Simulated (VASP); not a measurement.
Input of a VASP 6.6.1 run:

Contents of INCAR:

```
PREC = Accurate
ENCUT = 520
EDIFF = 1E-7
ISMEAR = 0
SIGMA = 0.01
LREAL = F
LASPH = T
NELM = 100
ALGO = Normal
ISIF = 2
LWAVE = F
LCHARG = F
GGA = PE
NBANDS = 24
```

The input KPOINTS:

```
regular mesh
0
Gamma
  6 6 4
```

Contents of POSCAR:

```
SrO
1.0
    3.5406630357      0.0000000000      0.0000000000
   -1.7703315178      3.0663041351      0.0000000000
    0.0000000000      0.0000000000      6.1799004593
Sr O
2 2
Direct
    0.3333333333      0.6666666667      0.2500000000
    0.6666666667      0.3333333333      0.7500000000
    0.0000000000      0.0000000000      0.0000000000
    0.0000000000      0.0000000000      0.5000000000
```

Potentials or basis: VASP PAW PBE potentials, release 64 (Sr_sv, O).

Launch:

```console
$ cat potpaw_PBE.64/Sr_sv/POTCAR potpaw_PBE.64/O/POTCAR > POTCAR
$ mpirun -np 1 vasp_std > vasp.out
```

Q: What does it give for the pressure?

A: 3.3 GPa.

Q: Predict the band gap on the k mesh.

A: 3.05 eV, indirect (least direct gap 3.15 eV).

Stress tensor (GPa, compression positive):
```
3.12 0.00 0.00
0.00 3.12 0.00
0.00 0.00 3.53
```

 A k mesh can miss the band edges.
